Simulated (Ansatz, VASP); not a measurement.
**One calculation of Na, two programs**

File INCAR:

```
SYSTEM = Na
PREC     = Accurate       ! precision mode
ENCUT    = 520            ! plane-wave cutoff, eV
EDIFF    = 1E-6           ! SCF threshold, eV
ISMEAR   = -1             ! smearing method
SIGMA    = 0.1            ! smearing width, eV
LREAL    = .FALSE.        ! projectors in reciprocal space
LASPH    = .TRUE.         ! aspherical terms in the spheres
NELM     = 100            ! most SCF steps
ALGO     = Normal         ! electronic algorithm
ISIF     = 2              ! what is computed and relaxed
LWAVE    = .FALSE.        ! write WAVECAR
LCHARG   = .TRUE.         ! write CHGCAR
GGA      = PE             ! functional
LELF     = .TRUE.         ! ELF
LVHAR    = .TRUE.       
NBANDS   = 14             ! bands
```

Contents of KPOINTS:

```
regular mesh
0
G
  11 11 11
  0 0 0
```

File POSCAR:

```
Na
1.0
   -4.4663707760      4.4746050082      1.8439490892
    4.4746050082     -4.4663707760      1.8439490892
    2.3404845027      2.3404845027     -1.8288680779
Na
2
Direct
    0.0001645480      0.9998354520      1.0000000000
    0.7498354520      0.2501645480      0.5000000000
```

Input for Ansatz:

```yaml
crystal:
  lattice:
    - [-4.466370776, 4.4746050082, 1.8439490892]
    - [4.4746050082, -4.466370776, 1.8439490892]
    - [2.3404845027, 2.3404845027, -1.8288680779]
  atoms:
    - { symbol: Na, position: [0.000164548, 0.999835452, 1.0] }
    - { symbol: Na, position: [0.749835452, 0.250164548, 0.5] }
hamiltonian:
  xc: pbe
  pseudopotentials:
    kind: paw
    azcp:
      Na: "pseudopotentials/Na.paw.azcp"
basis:
  ecutwfc: 420
  fft_grid_basis: typed
kpoints:
  mp_grid: { grid: [11, 11, 11], shift: [0, 0, 0] }
magnetization:
  spin_polarized: false
scf:
  occupations: { method: fermi_dirac, width: 0.1 }
  lower_state_search: "off"
output:
  stress: true
  write_density: true
  write_potential: true
  elf: true
  volumetric_format: npy
```

Alike in both runs: task single point; functional PBE; k mesh 11 × 11 × 11; occupations fermi-dirac, width 0.1 eV; no spin polarisation.

```csv
,VASP,Ansatz
version,VASP 6.6.1,Ansatz 0.2.0
potentials or method,"VASP PAW PBE potentials, release 64 (Na_pv), cutoff 520 eV","plane waves (420 eV) with PAW, scalar-relativistic"
valence electrons in the cell,14,18
```

|  | VASP | Ansatz | Ansatz less VASP |
| --- | --- | --- | --- |
| pressure (GPa) | -0.3 | -0.3 | -0.01 |
| traceless stress, the component that is largest in VASP (GPa) | -0.10 | -0.10 | +0.002 |

The functional is the same, so the differences come from potentials, cutoffs and numerics. VASP's potentials hold 14 valence electrons a cell and Ansatz's 18, so a difference there can come from the potentials and not from the codes.
